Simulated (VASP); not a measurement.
Wanted: the native input for a VASP 6.6.1 run.

```
Task                   : relaxation of cell and atoms
Functional             : PBE
Potentials or basis    : VASP PAW PBE potentials, release 64 (Ti_sv, Ta_pv)
Cutoff                 : 600 eV
k mesh                 : 6 × 6 × 4
Occupations            : gaussian, width 0.1 eV
Spin                   : no spin polarisation
Dipole correction      : no
Further INCAR settings : ALGO = Fast; EDIFF = 1e-06; IBRION = 2; EDIFFG = -0.04; NSW = 90; ISIF = 3
```

The structure of Ta2Ti lies in POSCAR:

```
Ta2Ti
1.0
    2.7597168800      0.0000000000      0.0000000000
    0.0000000000      2.7597168800      0.0000000000
    0.0000000000      0.0000000000      5.7210019300
Ti Ta
1 2
Direct
    0.0000000000      0.0000000000      0.0000000000
    0.5000000000      0.5000000000      0.2843227100
    0.5000000000      0.5000000000      0.7156772900
```

These files were run (other wordings do the same):

INCAR

```
ALGO = Fast
EDIFF = 1E-6
EDIFFG = -0.04
ENCUT = 600
GGA = PE
IBRION = 2
ISIF = 3
ISMEAR = 0
LASPH = True
LCHARG = False
LREAL = False
LWAVE = False
NELM = 80
NSW = 90
PREC = Accurate
SIGMA = 0.1
```

KPOINTS

```
k-points
0
Gamma
  6 6 4
```

Potentials or basis: VASP PAW PBE potentials, release 64 (Ti_sv, Ta_pv).

The run is started by

```sh
$ cat potpaw_PBE.64/Ti_sv/POTCAR potpaw_PBE.64/Ta_pv/POTCAR > POTCAR
$ mpirun -np 1 vasp_std > vasp.out
```

Results of the run:

| Property | Result |
| --- | --- |
| Relaxed volume | 18.83 Å³/atom |
| Relaxed cell | a = 2.788 Å, b = 2.788 Å, c = 7.271 Å, α = 90.00°, β = 90.00°, γ = 90.00° |
| Space group after relaxing (to 0.05 Å) | P4/mmm (No. 123) |
| Energy gained by relaxing | 996.6 meV/atom |
| Ionic steps | 17 |
| Pressure after relaxing | -0.1 GPa |
| Largest force after relaxing | 0.026 eV/Å |
| Band gap on the k mesh | zero (band 17 reaches 6.15 eV, above the bottom of band 18 at 5.80 eV) |

Caveat: the k points lie up to 0.38 Å⁻¹ apart in the final cell; the volume moved by over 15 % at a fixed basis, so the end points are rough; spin-orbit coupling is left out, which moves the levels of the heavy elements.

Wall time 13 min on 1 thread of Intel(R) Xeon(R) Platinum 8375C CPU @ 2.90GHz (Ice Lake), on a shared host, peak memory 0.2 GiB.
